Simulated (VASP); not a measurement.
Input of a VASP 6.6.1 run:

POSCAR

```
NbCu
1.0
    0.0000000000      2.5445744720      2.5445744720
    2.5445744720      0.0000000000      2.5445744720
    2.5445744720      2.5445744720      0.0000000000
Nb Cu
1 1
Direct
    0.0000000000      0.0000000000      0.0000000000
    0.5000000000      0.5000000000      0.5000000000
```

File INCAR.step1:

```
SYSTEM = NbCu
  ALGO = Normal
  EDIFF = 1E-4
  ENCUT = 520
  GGA = PE
  ISMEAR = -1
  LASPH = .True.
  LCHARG = .False.
  LREAL = .False.
  LWAVE = .True.
  NBANDS = 19
  NELM = 60
  PREC = Accurate
  SIGMA = 0.05
```

Contents of INCAR.step2:

```
SYSTEM = NbCu
  ALGO = Normal
  EDIFF = 1E-6
  ENCUT = 520
  ISIF = 2
  ISMEAR = -1
  ISTART = 1
  LASPH = .True.
  LCHARG = .False.
  LMIXTAU = .True.
  LREAL = .False.
  LWAVE = .False.
  METAGGA = R2SCAN
  NBANDS = 19
  NELM = 60
  PREC = Accurate
  SIGMA = 0.05
```

KPOINTS

```
k-points
0
Gamma
  9 9 9
  0 0 0
```

Potentials or basis: VASP PAW PBE potentials, release 64 (Nb_sv, Cu).

Command:

```sh
$ cat potpaw_PBE.64/Nb_sv/POTCAR potpaw_PBE.64/Cu/POTCAR > POTCAR
$ cp INCAR.step1 INCAR
$ mpirun -np 1 vasp_std > vasp.out
$ cp INCAR.step2 INCAR
$ mpirun -np 1 vasp_std > vasp.out
```

**Question.** Predict the pressure.

**Answer.** 0.0 GPa.

**Question.** Estimate the band gap on the k mesh.

**Answer.** Zero (bands 12 and 13 overlap by 2.11 eV).

Caveat: the PAW data sets were made with another functional, which shifts forces and pressure a little.
